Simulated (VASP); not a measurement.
Here is a VASP 6.6.1 calculation.

The input INCAR:

```
PREC = Accurate
ENCUT = 520
EDIFF = 1E-6
ISMEAR = 0
SIGMA = 0.1
LREAL = False
LASPH = True
NELM = 60
ALGO = Normal
ISIF = 2
LWAVE = False
LCHARG = False
GGA = PE
NBANDS = 20
```

File KPOINTS:

```
regular mesh
0
Gamma
  14 14 6
```

POSCAR

```
Te2Mo
1.0
    3.2861266026      0.0000000000      0.0000000000
    0.0000000000      3.2861266026      0.0000000000
    0.0000000000      0.0000000000      8.0952704674
Te Mo
2 1
Direct
    0.0000000000      0.0000000000      0.7074373735
    0.0000000000      0.0000000000      0.2925626265
    0.5000000000      0.5000000000      0.5000000000
```

Potentials or basis: VASP PAW PBE potentials, release 64 (Te, Mo_sv).

The run is started by

```console
$ cat potpaw_PBE.64/Te/POTCAR potpaw_PBE.64/Mo_sv/POTCAR > POTCAR
$ mpirun -np 1 vasp_std > vasp.out
```

Predict the band gap on the k mesh.

zero (bands 13 and 14 overlap by 0.73 eV).

What does it give for the pressure?

0.0 GPa.

Forces in eV/Å, atoms in the order of the input:
```
Te   0.000  0.000  0.014
Te   0.000  0.000 -0.014
Mo   0.000  0.000  0.000
```

Caveat: spin-orbit coupling is left out, which moves the levels of the heavy elements; this functional lacks dispersion, which binds the layers, so the pressure and a relaxed spacing across them are unreliable.
